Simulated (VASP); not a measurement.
# AlN (P6_3/mmc) in VASP: notebook

The runs below take AlN through single point, with PBEsol.

All numbers are computed with VASP 6.6.1; they aren't measurements. Logs are shortened: lines on timing, memory, paths and dates and some standing lists are left out, and cuts for length are marked.

## 1. The cell of the first run

The structure is hexagonal, space group P6_3/mmc (No. 194). The conventional cell has a = 3.401 Å, b = 3.401 Å, c = 4.306 Å, α = 90.00°, β = 90.00°, γ = 120.00°. Al (site symmetry -6m2) has 5 N at 1.96 to 2.15 Å within 2.6 Å. Within 2.6 Å of N (site symmetry -6m2) lie 5 Al at 1.96 to 2.15 Å.

## 2. Single point, PBEsol

Input file INCAR:

```
SYSTEM = AlN
ALGO = Normal
EDIFF = 1E-6
ENCUT = 520
GGA = PS
ISIF = 2
ISMEAR = 0
LASPH = .TRUE.
LCHARG = .FALSE.
LREAL = .FALSE.
LWAVE = .FALSE.
NBANDS = 16
NELM = 80
PREC = Accurate
SIGMA = 0.05
```

Input file KPOINTS:

```
k-points
0
G
  9 9 6
  0 0 0
```

Input file POSCAR:

```
AlN
1.0
    3.4005000000      0.0000000000      0.0000000000
   -1.7002500000      2.9449193856      0.0000000000
    0.0000000000      0.0000000000      4.3056000000
Al N
2 2
Direct
    0.3333333333      0.6666666667      0.7500000000
    0.6666666667      0.3333333333      0.2500000000
    0.3333333333      0.6666666667      0.2500000000
    0.6666666667      0.3333333333      0.7500000000
```

Potentials or basis: VASP PAW PBE potentials, release 64 (Al, N).

Started as:

```console
$ cat potpaw_PBE.64/Al/POTCAR potpaw_PBE.64/N/POTCAR > POTCAR
$ mpirun -np 1 vasp_std > vasp.out
```

OUTCAR:

```text
SYSTEM = AlN
   EDIFF = 1E-6
   ENCUT = 520
   GGA = PS
   ISIF = 2
   ISMEAR = 0
   LASPH = .TRUE.
   LREAL = .FALSE.
   NELM = 80
   PREC = Accurate

 ion  position               nearest neighbor table
   1  0.333  0.667  0.750-   4 1.96   4 1.96   4 1.96   3 2.15   3 2.15   2 2.91   2 2.91   2 2.91
                             2 2.91   2 2.91   2 2.91
   2  0.667  0.333  0.250-   3 1.96   3 1.96   3 1.96   4 2.15   4 2.15   1 2.91   1 2.91   1 2.91
                             1 2.91   1 2.91   1 2.91
   3  0.333  0.667  0.250-   2 1.96   2 1.96   2 1.96   1 2.15   1 2.15
   4  0.667  0.333  0.750-   1 1.96   1 1.96   1 1.96   2 2.15   2 2.15

  LATTYP: Found a hexagonal cell.
 ALAT       =     3.4005000000
 C/A-ratio  =     1.2661667402

  Lattice vectors:

 A1 = (   3.4005000000,   0.0000000000,   0.0000000000)
 A2 = (  -1.7002500000,   2.9449193856,   0.0000000000)
 A3 = (   0.0000000000,   0.0000000000,   4.3056000000)

Analysis of symmetry for initial positions (statically):
=====================================================================
 Subroutine PRICEL returns:
 Original cell was already a primitive cell.

 Routine SETGRP: Setting up the symmetry group for a
 hexagonal supercell.

 Subroutine GETGRP returns: Found 24 space group operations
 (whereof 12 operations were pure point group operations)
 out of a pool of 24 trial point group operations.

The static configuration has the point symmetry D_3d.
 The point group associated with its full space group is D_6h.

Analysis of symmetry for dynamics (positions and initial velocities):
=====================================================================
 Subroutine PRICEL returns:
 Original cell was already a primitive cell.

 Routine SETGRP: Setting up the symmetry group for a
 hexagonal supercell.

 Subroutine GETGRP returns: Found 24 space group operations
 (whereof 12 operations were pure point group operations)
 out of a pool of 24 trial point group operations.

The dynamic configuration has the point symmetry D_3d.
 The point group associated with its full space group is D_6h.

 Subroutine INISYM returns: Found 24 space group operations
 (whereof 12 operations are pure point group operations),
 and found     1 'primitive' translations

----------------------------------------------------------------------------------------

                                     Primitive cell

  volume of cell :      43.1171

[... 94 lines left out ...]
   EDIFFG = 0.1E-04   stopping-criterion for IOM
   NSW    =      0    number of steps for IOM
   IBRION =     -1    ionic relax: 0-MD 1-quasi-New 2-CG
   NFREE  =      0    steps in history (QN), initial steepest desc. (CG)
   ISIF   =      2    stress and relaxation
   ISYM   =      2    0-nonsym 1-usesym 2-fastsym
   POTIM  = 0.5000    time-step for ionic-motion
   TEBEG  =    0.0;   TEEND  =   0.0 temperature during run
   PSTRESS=    0.0 pullay stress
   NELECT =      16.0000    total number of electrons
   NUPDOWN=      -1.0000    fix difference up-down
   EMIN   =  10.00;   EMAX   =-10.00  energy-range for DOS
   EFERMI =   0.00;   METHOD = LEGACY
   ISMEAR =     0;   SIGMA  =   0.05  broadening in eV -4-tet -1-fermi 0-gaus
   EFERMI_NEDOS =   21; number of points for ismear=-14 and -15
   IALGO  =     38    algorithm
   IMIX   =      4    mixing-type and parameters
     AMIX     =   0.40;   BMIX     =  1.00
     AMIX_MAG =   1.60;   BMIX_MAG =  1.00
  volume/ion in A,a.u.               =      10.78        72.74
  Fermi-wavevector in a.u.,A,eV,Ry     =   1.176427  2.223124 18.830188  1.383980
  Thomas-Fermi vector in A             =   2.312791
   LORBIT       =      0    0 simple, 1 ext, 2 COOP (PROOUT), +10 PAW based schemes
   GGA     = PS    functional components
   LHFCALC =     F    Hartree Fock is set to
   AEXX    =    0.0000 exact exchange contribution
   IVDW    =     0    specifies the selected vdW correction
   LEPSILON=     F    determine dielectric tensor
   LRPA    =     F    only Hartree local field effects (RPA)
 non-spin polarized calculation
 Gauss-broadening in eV      SIGMA  =   0.05
  energy-cutoff  :      520.00
  volume of cell :       43.12
 maximum number of plane-waves:      1193
 NGX is ok and might be reduce to    28
   NGX = 13   NGY = 13   NGZ = 17

 number of electron      15.9999999 magnetization

 Free energy of the ion-electron system (eV)
  ---------------------------------------------------
  ext. energy  EPLUGINS =         0.00000000
  ---------------------------------------------------
  free energy    TOTEN  =       -30.71279237 eV

  energy without entropy =      -30.71279237  energy(sigma->0) =      -30.71279237

 E-fermi :   7.2122     XC(G=0): -11.0011

 val. band max:        6.9875640868   @ k =   0.0000   0.0000   0.0000
 cond. band min:       9.5747941478   @ k =   0.0000   0.0000   0.0000
 fundamental gap:      2.5872300609
 Fermi energy:         7.2122139175

 k-point     1 :       0.0000    0.0000    0.0000
  band No.  band energies     occupation
      1      -9.1701      2.00000
      2      -5.8918      2.00000
      3       0.5433      2.00000
      4       3.9297      2.00000
      5       3.9297      2.00000
      6       5.5097      2.00000
[... 433 lines left out ...]
      3       0.8844      2.00000
      4       1.6529      2.00000
      5       1.6529      2.00000
      6       4.1438      2.00000
[... 8 lines left out ...]
     15      17.6897      0.00000
     16      19.0592      0.00000

 [... further k-points ...]

------------------------ aborting loop because EDIFF is reached ----------------------------------------

  FORCE on cell =-STRESS in cart. coord.  units (eV):
  Direction    XX          YY          ZZ          XY          YZ          ZX
  --------------------------------------------------------------------------------------
  -------------------------------------------------------------------------------------
  Total       -4.8369210     -4.8369210     -4.3016257      0.0000000      0.0000000     -0.0000000
  in kB     -179.7337806   -179.7337806   -159.8428931      0.0000000      0.0000000     -0.0000000
  external PRESSURE =    -173.1034848 kB  Pullay stress =       0.0000000 kB

 VOLUME and BASIS-vectors are now :
 -----------------------------------------------------------------------------
  energy-cutoff  :      520.00
  volume of cell :       43.12
      direct lattice vectors                 reciprocal lattice vectors
     3.400500000  0.000000000  0.000000000     0.294074401  0.169783934  0.000000000
    -1.700250000  2.944919386  0.000000000     0.000000000  0.339567869  0.000000000
     0.000000000  0.000000000  4.305600000     0.000000000  0.000000000  0.232255667

 POSITION                                       TOTAL-FORCE (eV/Angst)
 -----------------------------------------------------------------------------------
     -0.00000      1.96328      3.22920        -0.000000      0.000000      0.000000
      1.70025      0.98164      1.07640        -0.000000      0.000000      0.000000
     -0.00000      1.96328      1.07640         0.000000     -0.000000      0.000000
      1.70025      0.98164      3.22920        -0.000000      0.000000      0.000000
 -----------------------------------------------------------------------------------
    total drift:                               -0.000000      0.000000     -0.000000

  FREE ENERGIE OF THE ION-ELECTRON SYSTEM (eV)
  ---------------------------------------------------
  free  energy   TOTEN  =       -30.7127923654 eV

  energy  without entropy=      -30.7127923654  energy(sigma->0) =      -30.71279237
```

OSZICAR:

```text
N       E                     dE             d eps       ncg     rms          rms(c)
DAV:   1     0.395834601655E+02    0.39583E+02   -0.72681E+03  1536   0.890E+02
DAV:   2    -0.310191700161E+02   -0.70603E+02   -0.64842E+02  2192   0.181E+02
DAV:   3    -0.346407378496E+02   -0.36216E+01   -0.36093E+01  1840   0.430E+01
DAV:   4    -0.346639879362E+02   -0.23250E-01   -0.23248E-01  1904   0.384E+00
DAV:   5    -0.346643073508E+02   -0.31941E-03   -0.31941E-03  1840   0.451E-01    0.108E+01
DAV:   6    -0.307747345668E+02    0.38896E+01   -0.81643E+00  2000   0.209E+01    0.375E+00
DAV:   7    -0.307560468670E+02    0.18688E-01   -0.56649E-01  1672   0.517E+00    0.268E+00
DAV:   8    -0.307207124530E+02    0.35334E-01   -0.10551E-01  1640   0.266E+00    0.917E-01
DAV:   9    -0.307124900566E+02    0.82224E-02   -0.18388E-02  1936   0.105E+00    0.290E-01
DAV:  10    -0.307128885042E+02   -0.39845E-03   -0.22552E-03  1744   0.321E-01    0.177E-01
DAV:  11    -0.307127950536E+02    0.93451E-04   -0.12242E-04  1848   0.839E-02    0.460E-02
DAV:  12    -0.307127930693E+02    0.19843E-05   -0.63857E-06  1728   0.199E-02    0.103E-02
DAV:  13    -0.307127923654E+02    0.70389E-06   -0.31155E-06  1872   0.131E-02
   1 F= -.30712792E+02 E0= -.30712792E+02  d E =-.992312E-13
```

It took 48 s on 1 thread of Intel Xeon 8259CL, shared host; peak memory 0.17 GiB.

What came out:

| Item | Value |
| --- | --- |
| Free energy | -30.7128 eV |
| Pressure | -17.3 GPa |
| Band gap on the k mesh | 2.59 eV |

Stress tensor (GPa, compression positive):
```
-17.97   0.00   0.00
  0.00 -17.97   0.00
  0.00   0.00 -15.98
```

Levels at points of the mesh, in eV from the valence-band top:
```tsv
k point	band 4	band 5	band 6	band 7	band 8	band 9	band 10	band 11	band 12	band 13
(0.00, 0.00, 0.00)	-3.06	-3.06	-1.48	-1.48	0.00	2.59	3.71	7.72	7.72	10.50
(0.00, 0.00, 0.50)	-3.62	-2.30	-2.30	-2.30	-2.30	5.06	5.06	7.95	7.95	7.95
```

Caveat: the cell stands under tension; the PAW data sets were made with another functional, which shifts forces and pressure a little.

## 3. Single point, PBEsol

This run uses another cell than the first one, of 8.73 Å³/atom.

Input file INCAR:

```
SYSTEM = AlN
PREC = Accurate ; ENCUT = 520
EDIFF = 1E-6 ; ISMEAR = 0
SIGMA = 0.05 ; LREAL = .FALSE.
LASPH = .TRUE. ; NELM = 100
ALGO = Normal ; ISIF = 2
LWAVE = .FALSE. ; LCHARG = .TRUE.
GGA = PS ; LELF = .TRUE.
LVHAR = .TRUE. ; NBANDS = 16
```

Input file KPOINTS:

```
regular mesh
0
G
  9 9 6
  0 0 0
```

Input file POSCAR:

```
AlN
1.0
    3.2024000000      0.0000000000      0.0000000000
   -1.6012000000      2.7733597531      0.0000000000
    0.0000000000      0.0000000000      3.9330000000
Al N
2 2
Direct
    0.3333333333      0.6666666667      0.7500000000
    0.6666666667      0.3333333333      0.2500000000
    0.3333333333      0.6666666667      0.2500000000
    0.6666666667      0.3333333333      0.7500000000
```

Potentials or basis: VASP PAW PBE potentials, release 64 (Al, N).

Started as:

```console
$ cat potpaw_PBE.64/Al/POTCAR potpaw_PBE.64/N/POTCAR > POTCAR
$ mpirun -np 1 vasp_std > vasp.out
```

OUTCAR:

```text
SYSTEM = AlN
   PREC = Accurate
   ENCUT = 520
   EDIFF = 1E-6
   ISMEAR = 0
   LREAL = .FALSE.
   LASPH = .TRUE.
   NELM = 100
   ISIF = 2
   GGA = PS

 ion  position               nearest neighbor table
   1  0.333  0.667  0.750-   4 1.85   4 1.85   4 1.85   3 1.97   3 1.97   2 2.70   2 2.70   2 2.70
                             2 2.70   2 2.70   2 2.70
   2  0.667  0.333  0.250-   3 1.85   3 1.85   3 1.85   4 1.97   4 1.97   1 2.70   1 2.70   1 2.70
                             1 2.70   1 2.70   1 2.70
   3  0.333  0.667  0.250-   2 1.85   2 1.85   2 1.85   1 1.97   1 1.97
   4  0.667  0.333  0.750-   1 1.85   1 1.85   1 1.85   2 1.97   2 1.97

  LATTYP: Found a hexagonal cell.
 ALAT       =     3.2024000000
 C/A-ratio  =     1.2281413940

  Lattice vectors:

 A1 = (   3.2024000000,   0.0000000000,   0.0000000000)
 A2 = (  -1.6012000000,   2.7733597531,   0.0000000000)
 A3 = (   0.0000000000,   0.0000000000,   3.9330000000)

Analysis of symmetry for initial positions (statically):
=====================================================================
 Subroutine PRICEL returns:
 Original cell was already a primitive cell.

 Routine SETGRP: Setting up the symmetry group for a
 hexagonal supercell.

 Subroutine GETGRP returns: Found 24 space group operations
 (whereof 12 operations were pure point group operations)
 out of a pool of 24 trial point group operations.

The static configuration has the point symmetry D_3d.
 The point group associated with its full space group is D_6h.

Analysis of symmetry for dynamics (positions and initial velocities):
=====================================================================
 Subroutine PRICEL returns:
 Original cell was already a primitive cell.

 Routine SETGRP: Setting up the symmetry group for a
 hexagonal supercell.

 Subroutine GETGRP returns: Found 24 space group operations
 (whereof 12 operations were pure point group operations)
 out of a pool of 24 trial point group operations.

The dynamic configuration has the point symmetry D_3d.
 The point group associated with its full space group is D_6h.
[... 126 lines left out ...]
  Thomas-Fermi vector in A             =   2.395394
   LORBIT       =      0    0 simple, 1 ext, 2 COOP (PROOUT), +10 PAW based schemes
   GGA     = PS    functional components
   LHFCALC =     F    Hartree Fock is set to
   AEXX    =    0.0000 exact exchange contribution
   IVDW    =     0    specifies the selected vdW correction
   LEPSILON=     F    determine dielectric tensor
   LRPA    =     F    only Hartree local field effects (RPA)
 non-spin polarized calculation
 Gauss-broadening in eV      SIGMA  =   0.05
  energy-cutoff  :      520.00
  volume of cell :       34.93
 maximum number of plane-waves:       966
 NGX is ok and might be reduce to    24
   NGX = 11   NGY = 11   NGZ = 15

 number of electron      16.0000003 magnetization

 Free energy of the ion-electron system (eV)
  ---------------------------------------------------
  ext. energy  EPLUGINS =         0.00000000
  ---------------------------------------------------
  free energy    TOTEN  =       -30.58788210 eV

  energy without entropy =      -30.58788210  energy(sigma->0) =      -30.58788210

 E-fermi :   9.4864     XC(G=0): -11.9382

 val. band max:        9.2871331795   @ k =   0.0000   0.0000   0.0000
 cond. band min:      13.4562063413   @ k =   0.0000   0.0000   0.0000
 fundamental gap:      4.1690731619
 Fermi energy:         9.4863670922

 k-point     1 :       0.0000    0.0000    0.0000
  band No.  band energies     occupation
      1      -8.4573      2.00000
      2      -3.9392      2.00000
      3       1.7208      2.00000
      4       5.6139      2.00000
      5       5.6139      2.00000
      6       7.5632      2.00000
[... 433 lines left out ...]
      3       1.9665      2.00000
      4       3.3597      2.00000
      5       3.3597      2.00000
      6       6.1774      2.00000
[... 8 lines left out ...]
     15      21.4958      0.00000
     16      23.9086      0.00000

 [... further k-points ...]

------------------------ aborting loop because EDIFF is reached ----------------------------------------

  FORCE on cell =-STRESS in cart. coord.  units (eV):
  Direction    XX          YY          ZZ          XY          YZ          ZX
  --------------------------------------------------------------------------------------
  -------------------------------------------------------------------------------------
  Total        6.2597705      6.2597705      7.0082277      0.0000000     -0.0000000      0.0000000
  in kB      287.1198785    287.1198785    321.4497195      0.0000000     -0.0000000      0.0000000
  external PRESSURE =     298.5631588 kB  Pullay stress =       0.0000000 kB

 VOLUME and BASIS-vectors are now :
 -----------------------------------------------------------------------------
  energy-cutoff  :      520.00
  volume of cell :       34.93
      direct lattice vectors                 reciprocal lattice vectors
     3.202400000  0.000000000  0.000000000     0.312265801  0.180286744  0.000000000
    -1.601200000  2.773359753  0.000000000     0.000000000  0.360573488  0.000000000
     0.000000000  0.000000000  3.933000000     0.000000000  0.000000000  0.254258835

 POSITION                                       TOTAL-FORCE (eV/Angst)
 -----------------------------------------------------------------------------------
     -0.00000      1.84891      2.94975         0.000000     -0.000000      0.000000
      1.60120      0.92445      0.98325        -0.000000      0.000000      0.000000
     -0.00000      1.84891      0.98325        -0.000000     -0.000000      0.000000
      1.60120      0.92445      2.94975         0.000000      0.000000      0.000000
 -----------------------------------------------------------------------------------
    total drift:                               -0.000000      0.000000      0.000000

  FREE ENERGIE OF THE ION-ELECTRON SYSTEM (eV)
  ---------------------------------------------------
  free  energy   TOTEN  =       -30.5878820951 eV

  energy  without entropy=      -30.5878820951  energy(sigma->0) =      -30.58788210
```

OSZICAR:

```text
N       E                     dE             d eps       ncg     rms          rms(c)
DAV:   1     0.423097503238E+02    0.42310E+02   -0.75160E+03  1536   0.914E+02
DAV:   2    -0.322118166901E+02   -0.74522E+02   -0.68167E+02  2296   0.198E+02
DAV:   3    -0.352946218543E+02   -0.30828E+01   -0.30708E+01  1824   0.406E+01
DAV:   4    -0.353113939788E+02   -0.16772E-01   -0.16770E-01  1968   0.337E+00
DAV:   5    -0.353116009798E+02   -0.20700E-03   -0.20700E-03  1840   0.376E-01    0.122E+01
DAV:   6    -0.307058117686E+02    0.46058E+01   -0.82192E+00  1960   0.221E+01    0.437E+00
DAV:   7    -0.306309197988E+02    0.74892E-01   -0.83597E-01  1896   0.640E+00    0.301E+00
DAV:   8    -0.305952892992E+02    0.35630E-01   -0.10073E-01  1688   0.250E+00    0.737E-01
DAV:   9    -0.305876246410E+02    0.76647E-02   -0.19485E-02  1952   0.109E+00    0.246E-01
DAV:  10    -0.305879858800E+02   -0.36124E-03   -0.19703E-03  1776   0.302E-01    0.172E-01
DAV:  11    -0.305878846762E+02    0.10120E-03   -0.15372E-04  1840   0.955E-02    0.367E-02
DAV:  12    -0.305878825819E+02    0.20944E-05   -0.79496E-06  1936   0.221E-02    0.619E-03
DAV:  13    -0.305878820951E+02    0.48680E-06   -0.17145E-06  1448   0.984E-03
   1 F= -.30587882E+02 E0= -.30587882E+02  d E =-.738207E-11
```

Run time: 17 s. Hardware: 1 thread of Intel Xeon Platinum 8259CL at 2.50GHz (Skylake/Cascade Lake), shared host; peak memory 0.15 GiB.

What came out:

- Free energy: -30.5879 eV
- Pressure: 29.9 GPa
- Band gap on the k mesh: 4.17 eV

Caveat: the cell stands under pressure; the PAW data sets were made with another functional, which shifts forces and pressure a little; an odd mesh through Γ misses points on the zone boundary, where band edges can lie.

(Continued in part 2 of 2.)
